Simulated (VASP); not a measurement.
# ZnH2 (P-6m2) in VASP: relaxation of cell and atoms with PBE

Aim: the relaxation of cell and atoms of ZnH2 with PBE.

Program: VASP 6.6.1. These are calculated values, not measurements. Logs are shortened: lines on timing, memory, paths and dates and some standing lists are left out, and cuts for length are marked.

## (1) The cell of the first run

It takes space group P-6m2 (No. 187, hexagonal). The conventional cell has a = 3.036 Å, b = 3.036 Å, c = 3.087 Å, α = 90.00°, β = 90.00°, γ = 120.00°. Zn (site symmetry -6m2) has 9 H at 1.75 to 2.34 Å within 2.4 Å. Within 3.1 Å of H (site symmetry -6m2) lie 6 Zn at 2.34 Å and 14 H at 2.34 to 3.09 Å. H (site symmetry -6m2) has 3 Zn at 1.75 Å and 6 H at 2.34 Å within 2.4 Å.

## (2) Relaxation of cell and atoms, PBE (atoms taken out)

The input, INCAR:

```
SYSTEM = ZnH2
PREC     = Accurate       ! precision mode
ENCUT    = 600            ! plane-wave cutoff, eV
EDIFF    = 1E-6           ! SCF threshold, eV
ISMEAR   = 0              ! smearing method
SIGMA    = 0.1            ! smearing width, eV
LREAL    = .False.        ! projectors in reciprocal space
LASPH    = .True.         ! aspherical terms in the spheres
NELM     = 80             ! most SCF steps
ALGO     = Normal         ! electronic algorithm
ISIF     = 3              ! what is computed and relaxed
LWAVE    = .False.        ! write WAVECAR
LCHARG   = .False.        ! write CHGCAR
GGA      = PE             ! functional
IBRION   = 2              ! ionic algorithm
NSW      = 100            ! ionic steps
EDIFFG   = -0.01          ! ionic threshold
```

The input, KPOINTS:

```
Automatic mesh
0
Gamma
  18 18 16
  0 0 0
```

The input, POSCAR:

```
ZnH2
1.0
    3.0361765043      0.0000000000      0.0000000000
   -1.5180882521      2.6294059831      0.0000000000
    0.0000000000      0.0000000000      3.0874096940
Zn H
1 2
Direct
    0.0000000000      0.0000000000      0.5000000000
    0.3333333333      0.6666666667      0.0000000000
    0.6666666667      0.3333333333      0.5000000000
```

Potentials or basis: VASP PAW PBE potentials, release 64 (Zn, H).

Launch:

```
> cat potpaw_PBE.64/Zn/POTCAR potpaw_PBE.64/H/POTCAR > POTCAR
> mpirun -np 1 vasp_std > vasp.out
```

OUTCAR:

```text
SYSTEM = ZnH2
   PREC = Accurate
   ENCUT = 600
   EDIFF = 1E-6
   ISMEAR = 0
   LREAL = .False.
   LASPH = .True.
   NELM = 80
   ISIF = 3
   GGA = PE
   IBRION = 2
   NSW = 100
   EDIFFG = -0.01

 ion  position               nearest neighbor table
   1  0.000  0.000  0.500-   3 1.75   3 1.75   3 1.75
   2  0.333  0.667  0.000-
   3  0.667  0.333  0.500-   1 1.75   1 1.75   1 1.75

  LATTYP: Found a hexagonal cell.
 ALAT       =     3.0361765043
 C/A-ratio  =     1.0168742462

  Lattice vectors:

 A1 = (   3.0361765043,   0.0000000000,   0.0000000000)
 A2 = (  -1.5180882521,   2.6294059831,   0.0000000000)
 A3 = (   0.0000000000,   0.0000000000,   3.0874096940)

Analysis of symmetry for initial positions (statically):
=====================================================================
 Subroutine PRICEL returns:
 Original cell was already a primitive cell.

 Routine SETGRP: Setting up the symmetry group for a
 hexagonal supercell.

 Subroutine GETGRP returns: Found 12 space group operations
 (whereof 12 operations were pure point group operations)
 out of a pool of 24 trial point group operations.

The static configuration has the point symmetry D_3h.

Analysis of symmetry for dynamics (positions and initial velocities):
=====================================================================
 Subroutine PRICEL returns:
 Original cell was already a primitive cell.

 Routine SETGRP: Setting up the symmetry group for a
 hexagonal supercell.

 Subroutine GETGRP returns: Found 12 space group operations
 (whereof 12 operations were pure point group operations)
 out of a pool of 24 trial point group operations.

The dynamic configuration has the point symmetry D_3h.

 Subroutine INISYM returns: Found 12 space group operations
 (whereof 12 operations are pure point group operations),
 and found     1 'primitive' translations

----------------------------------------------------------------------------------------

                                     Primitive cell

  volume of cell :      24.6478

  direct lattice vectors                    reciprocal lattice vectors
     3.036176504  0.000000000  0.000000000     0.329361616  0.190157018  0.000000000
    -1.518088252  2.629405983  0.000000000     0.000000000  0.380314035  0.000000000
     0.000000000  0.000000000  3.087409694     0.000000000  0.000000000  0.323896113

  length of vectors
     3.036176504  3.036176504  3.087409694     0.380314035  0.380314035  0.323896113

  position of ions in fractional coordinates (direct lattice)
     0.000000000  0.000000000  0.500000000
     0.333333333  0.666666667  0.000000000
     0.666666667  0.333333333  0.500000000

  ion indices of the primitive-cell ions
   primitive index   ion index
                 1           1
                 2           2
                 3           3

----------------------------------------------------------------------------------------

 KPOINTS: Automatic mesh

Automatic generation of k-mesh.
 Grid dimensions read from file:
 generate k-points for:   18   18   16

 Generating k-lattice:

  Cartesian coordinates                     Fractional coordinates (reciprocal lattice)
     0.018297868  0.010564279  0.000000000     0.055555556  0.000000000  0.000000000
     0.000000000  0.021128558  0.000000000     0.000000000  0.055555556  0.000000000
     0.000000000  0.000000000  0.020243507     0.000000000  0.000000000  0.062500000

  Length of vectors
     0.021128558  0.021128558  0.020243507

  Shift w.r.t. Gamma in fractional coordinates (k-lattice)
     0.000000000  0.000000000  0.000000000

 Subroutine IBZKPT returns following result:
 ===========================================

 Found    333 irreducible k-points:

 Following reciprocal coordinates:
            Coordinates               Weight
  0.000000  0.000000  0.000000      1.000000
  0.055556  0.000000  0.000000      6.000000
  0.111111  0.000000  0.000000      6.000000
  0.166667  0.000000  0.000000      6.000000
  0.222222  0.000000  0.000000      6.000000
  0.277778  0.000000  0.000000      6.000000
[... 16 lines left out ...]
  0.333333  0.111111  0.000000     12.000000
  0.388889  0.111111  0.000000     12.000000
 [... further k-points ...]
   k-points           NKPTS =    333   k-points in BZ     NKDIM =    333   number of bands    NBANDS=     11
   number of dos      NEDOS =    301   number of ions     NIONS =      3
   total plane-waves  NPLWV =  16128
   dimension x,y,z NGX =    24 NGY =   24 NGZ =   28
   dimension x,y,z NGXF=    48 NGYF=   48 NGZF=   56
   ions per type =               1   2
   NGX,Y,Z   is equivalent  to a cutoff of  13.14, 13.14, 15.08 a.u.
   NGXF,Y,Z  is equivalent  to a cutoff of  26.28, 26.28, 30.15 a.u.
 SYSTEM =  ZnH2
   PREC   = accura    normal or accurate (medium, high low for compatibility)
   ISTART =      0    job   : 0-new  1-cont  2-samecut
   ICHARG =      2    charge: 1-file 2-atom 10-const
   ISPIN  =      1    spin polarized calculation?
   LNONCOLLINEAR =      F non collinear calculations
   LSORBIT =      F    spin-orbit coupling
   LASPH  =      T    aspherical Exc in radial PAW
   ENCUT  =  600.0 eV  44.10 Ry    6.64 a.u.   6.06  6.06  6.17*2*pi/ulx,y,z
   NELM   =     80;   NELMIN=  2; NELMDL= -5     # of ELM steps
   EDIFF  = 0.1E-05   stopping-criterion for ELM
   LREAL  =      F    real-space projection
   EDIFFG = -.1E-01   stopping-criterion for IOM
   NSW    =    100    number of steps for IOM
   IBRION =      2    ionic relax: 0-MD 1-quasi-New 2-CG
   NFREE  =      1    steps in history (QN), initial steepest desc. (CG)
   ISIF   =      3    stress and relaxation
   ISYM   =      2    0-nonsym 1-usesym 2-fastsym
   POTIM  = 0.5000    time-step for ionic-motion
   TEBEG  =    0.0;   TEEND  =   0.0 temperature during run
   PSTRESS=    0.0 pullay stress
   NELECT =      14.0000    total number of electrons
   NUPDOWN=      -1.0000    fix difference up-down
   EMIN   =  10.00;   EMAX   =-10.00  energy-range for DOS
   EFERMI =   0.00;   METHOD = LEGACY
   ISMEAR =     0;   SIGMA  =   0.10  broadening in eV -4-tet -1-fermi 0-gaus
   EFERMI_NEDOS =   21; number of points for ismear=-14 and -15
   IALGO  =     38    algorithm
   IMIX   =      4    mixing-type and parameters
     AMIX     =   0.40;   BMIX     =  1.00
     AMIX_MAG =   1.60;   BMIX_MAG =  1.00
  volume/ion in A,a.u.               =       8.22        55.44
  Fermi-wavevector in a.u.,A,eV,Ry     =   1.355786  2.562064 25.009633  1.838156
  Thomas-Fermi vector in A             =   2.482844
   LORBIT       =      0    0 simple, 1 ext, 2 COOP (PROOUT), +10 PAW based schemes
   GGA     = PE    functional components
   LHFCALC =     F    Hartree Fock is set to
   AEXX    =    0.0000 exact exchange contribution
   IVDW    =     0    specifies the selected vdW correction
   LEPSILON=     F    determine dielectric tensor
   LRPA    =     F    only Hartree local field effects (RPA)
 conjugate gradient relaxation of ions
 non-spin polarized calculation
 Gauss-broadening in eV      SIGMA  =   0.10
  energy-cutoff  :      600.00
  volume of cell :       24.65
 maximum number of plane-waves:       842
   NGX = 13   NGY = 13   NGZ = 13

--------------------------------------- Ionic step        1  -------------------------------------------

 number of electron      14.0000012 magnetization

 Free energy of the ion-electron system (eV)
  ---------------------------------------------------
  ext. energy  EPLUGINS =         0.00000000
  ---------------------------------------------------
  free energy    TOTEN  =        -6.25991467 eV

  energy without entropy =       -6.25812424  energy(sigma->0) =       -6.25901946

------------------------ aborting loop because EDIFF is reached ----------------------------------------

  FORCE on cell =-STRESS in cart. coord.  units (eV):
  Direction    XX          YY          ZZ          XY          YZ          ZX
  --------------------------------------------------------------------------------------
  -------------------------------------------------------------------------------------
  Total        0.3493721      0.3493721     -0.6208403      0.0000000      0.0000000      0.0000000
  in kB       22.7101444     22.7101444    -40.3563214      0.0000000      0.0000000      0.0000000
  external PRESSURE =       1.6879891 kB  Pullay stress =       0.0000000 kB

 VOLUME and BASIS-vectors are now :
 -----------------------------------------------------------------------------
  energy-cutoff  :      600.00
  volume of cell :       24.65
      direct lattice vectors                 reciprocal lattice vectors
     3.036176504  0.000000000  0.000000000     0.329361616  0.190157018  0.000000000
    -1.518088252  2.629405983  0.000000000     0.000000000  0.380314035  0.000000000
     0.000000000  0.000000000  3.087409694     0.000000000  0.000000000  0.323896113
[... 186 lines left out ...]
 POSITION                                       TOTAL-FORCE (eV/Angst)
 -----------------------------------------------------------------------------------
      0.00000      0.00000      1.46529        -0.000000     -0.000000     -0.000000
     -0.00000      1.77965      0.00000        -0.000000      0.000000     -0.000000
      1.54122      0.88982      1.46529         0.000000      0.000000      0.000000
 -----------------------------------------------------------------------------------
    total drift:                               -0.000000      0.000000      0.000000

  FREE ENERGIE OF THE ION-ELECTRON SYSTEM (eV)
  ---------------------------------------------------
  free  energy   TOTEN  =        -6.2826207572 eV

  energy  without entropy=       -6.2817145184  energy(sigma->0) =       -6.28216764

--------------------------------------- Ionic step        7  -------------------------------------------

 number of electron      14.0000012 magnetization

 Free energy of the ion-electron system (eV)
  ---------------------------------------------------
  ext. energy  EPLUGINS =         0.00000000
  ---------------------------------------------------
  free energy    TOTEN  =        -6.28269901 eV

  energy without entropy =       -6.28184817  energy(sigma->0) =       -6.28227359

 E-fermi :   1.8265     XC(G=0): -10.6341

 val. band max:        1.7956227731   @ k =   0.3889   0.2222   0.2500
 cond. band min:       1.9114827162   @ k =   0.3333   0.2222   0.2500
 fundamental gap:      0.1158599431
 Fermi energy:         1.8265112728

 k-point     1 :       0.0000    0.0000    0.0000
  band No.  band energies     occupation
      1      -9.3761      2.00000
      2      -5.9540      2.00000
      3      -5.5740      2.00000
      4      -5.5740      2.00000
      5      -5.1802      2.00000
      6      -5.1802      2.00000
      7       3.5072      0.00000
      8       9.4866      0.00000
      9      12.5574      0.00000
     10      12.5575      0.00000
     11      12.5629      0.00000

 k-point     2 :       0.0556    0.0000    0.0000
  band No.  band energies     occupation
      1      -9.3124      2.00000
      2      -5.9499      2.00000
      3      -5.5854      2.00000
      4      -5.5626      2.00000
      5      -5.1865      2.00000
      6      -5.1815      2.00000
      7       3.4618      0.00000
      8       9.5634      0.00000
      9      10.9264      0.00000
     10      12.1321      0.00000
     11      13.4962      0.00000
[... 295 lines left out ...]
 k-point    24 :       0.3889    0.1111    0.0000
  band No.  band energies     occupation
      1      -6.6514      2.00000
      2      -5.7175      2.00000
      3      -5.4778      2.00000
      4      -5.3649      2.00000
      5      -5.2338      2.00000
      6      -4.5111      2.00000
      7      -1.7601      2.00000
      8       3.4264      0.00000
      9       9.2579      0.00000
     10      13.9808      0.00000
     11      14.0241      0.00000

 [... further k-points ...]

------------------------ aborting loop because EDIFF is reached ----------------------------------------

  FORCE on cell =-STRESS in cart. coord.  units (eV):
  Direction    XX          YY          ZZ          XY          YZ          ZX
  --------------------------------------------------------------------------------------
  -------------------------------------------------------------------------------------
  Total       -0.0118035     -0.0118035      0.0109651     -0.0000000      0.0000000     -0.0000000
  in kB       -0.7846455     -0.7846455      0.7289114     -0.0000000      0.0000000     -0.0000000
  external PRESSURE =      -0.2801265 kB  Pullay stress =       0.0000000 kB

 VOLUME and BASIS-vectors are now :
 -----------------------------------------------------------------------------
  energy-cutoff  :      600.00
  volume of cell :       24.10
      direct lattice vectors                 reciprocal lattice vectors
     3.079542143  0.000000000  0.000000000     0.324723596  0.187479256 -0.000000000
    -1.539771071  2.666961728 -0.000000000    -0.000000000  0.374958512 -0.000000000
     0.000000000  0.000000000  2.934566100    -0.000000000 -0.000000000  0.340765880

 POSITION                                       TOTAL-FORCE (eV/Angst)
 -----------------------------------------------------------------------------------
     -1.53977      2.66696      1.46728         0.000000      0.000000     -0.000000
     -0.00000      1.77797      2.93457        -0.000000      0.000000      0.000000
      1.53977      0.88899      1.46728        -0.000000     -0.000000      0.000000
 -----------------------------------------------------------------------------------
    total drift:                               -0.000000      0.000000      0.000000

  FREE ENERGIE OF THE ION-ELECTRON SYSTEM (eV)
  ---------------------------------------------------
  free  energy   TOTEN  =        -6.2826990097 eV

  energy  without entropy=       -6.2818481739  energy(sigma->0) =       -6.28227359

 reached required accuracy - stopping structural energy minimisation
```

Run time: 3.7 min. Hardware: 1 thread of Intel Xeon Platinum 8259CL at 2.50GHz (Skylake/Cascade Lake), shared host; peak memory 0.26 GiB.

What came out:

- Free energy: -6.2827 eV
- Relaxed volume: 8.03 Å³/atom
- Relaxed cell: a = 3.080 Å, b = 3.080 Å, c = 2.935 Å, α = 90.00°, β = 90.00°, γ = 120.00°
- Space group after relaxing (to 0.1 Å): P-6m2 (No. 187)
- Energy gained by relaxing: 7.6 meV/atom
- Ionic steps: 7
- Pressure after relaxing: 0.0 GPa
- Band gap on the k mesh: zero (bands 7 and 8 overlap by 3.81 eV)

Stress tensor (GPa, compression positive):
```
-0.08  0.00  0.00
 0.00 -0.08  0.00
 0.00  0.00  0.07
```

Step by step:
```tsv
step	energy change (eV)	largest force (eV/Å)	pressure (GPa)	volume (Å³)
1	0.0000	0.0000	0.17	24.65
2	-0.0091	0.0000	-0.43	24.68
3	-0.0187	0.0000	-1.46	24.72
4	-0.0192	0.0000	-1.70	24.73
5	-0.0224	0.0000	-0.60	24.28
6	-0.0227	0.0000	-0.14	24.11
7	-0.0228	0.0000	-0.03	24.10
```

Final structure:
```
CELL_PARAMETERS angstrom
3.07954 0.00000 0.00000
-1.53977 2.66696 0.00000
0.00000 0.00000 2.93457
ATOMIC_POSITIONS crystal
Zn 0.00000 0.00000 0.50000
H 0.33333 0.66667 0.00000
H 0.66667 0.33333 0.50000
```

Caveat: the cell differs from its parent crystal (atoms taken out).

The gap in the log of VASP goes by the Fermi energy; the results here count the filled bands.